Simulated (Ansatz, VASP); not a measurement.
P: VASP beside Ansatz

```
P
1.0
     3.42621    0.00000    0.00000
    -1.71310    2.96718    0.00000
     0.00000    0.00000    4.26684
P
3
Direct
  0.33274 0.00000 0.33333
  0.00000 0.33274 0.66667
  0.66726 0.66726 0.00000
```

Alike in both runs: functional r2SCAN; k mesh 6 × 6 × 4; occupations gaussian, width 0.1 eV; no spin polarisation.

Ansatz relaxed the structure, and its values are those at the end. VASP's run is a single point on that final structure, the one shown.

|  | VASP | Ansatz |
| --- | --- | --- |
| version | VASP 6.6.1 | Ansatz 0.2.0 |
| potentials or method | VASP PAW PBE potentials, release 64 (P), cutoff 520 eV | scalar-relativistic, plane waves, PAW |
| valence electrons in the cell | 15 | 15 |

```tsv
	VASP	Ansatz	Ansatz less VASP
gap on the k mesh at the Fermi level (eV)	none	none	-
pressure (GPa)	-0.5	0.0	+0.51
rms of the force components (eV/Å)	0.005	0.006	+0.0004
```

VASP's potentials were made for PBE, not for r2SCAN. A gap of «none» marks a metal or a gap that the smearing closes. With one functional, cell and mesh, what is left measures potentials, basis and numerics.

The k mesh is coarse, so the values compare programs but aren't converged.
